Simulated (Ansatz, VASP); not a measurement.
## One calculation of Si, two programs

```xyz
17
Lattice="0.0000 5.4300 5.4300 5.4300 0.0000 5.4300 5.4300 5.4300 0.0000" Properties=species:S:1:pos:R:3 pbc="T T T"
Si    0.0035   -0.0065   -0.0051
Si    1.3228    1.3552    1.3576
Si    2.6899    2.7365   -0.0249
Si    4.0708    4.1045    1.3560
Si    2.6894   -0.0278    2.7385
Si    4.0704    1.3540    4.1054
Si    5.4499    2.7336    2.7351
Si    6.7843    4.0668    4.0695
Si    0.0050    2.7181    2.7202
Si    1.3574    4.0716    4.0725
Si    2.7098    5.4235    2.7187
Si    4.0724    6.7852    4.0381
Si    2.7093    2.7172    5.4245
Si    4.0719    4.0351    6.7872
Si    5.4533    5.4021    5.4046
Si    6.8202    6.7841    6.7856
Si    4.0692    6.7816    6.7844
```

Alike in both runs: functional PBE; k mesh 2 × 2 × 2; occupations fermi-dirac, width 0.05 eV; no spin polarisation.

Ansatz relaxed the structure, and its values are those at the end. VASP's run is a single point on that final structure, the one shown.

```csv
,VASP,Ansatz
version,VASP 6.6.1,Ansatz 0.2.0
potentials or method,"VASP PAW PBE potentials, release 64 (Si), cutoff 520 eV","scalar-relativistic, plane waves, PAW"
valence electrons in the cell,68,68
```

```tsv
	VASP	Ansatz	Ansatz less VASP
rms of the force components (eV/Å)	0.009	0.009	-0.0001
```

The k mesh is coarse, so the values compare programs but aren't converged.
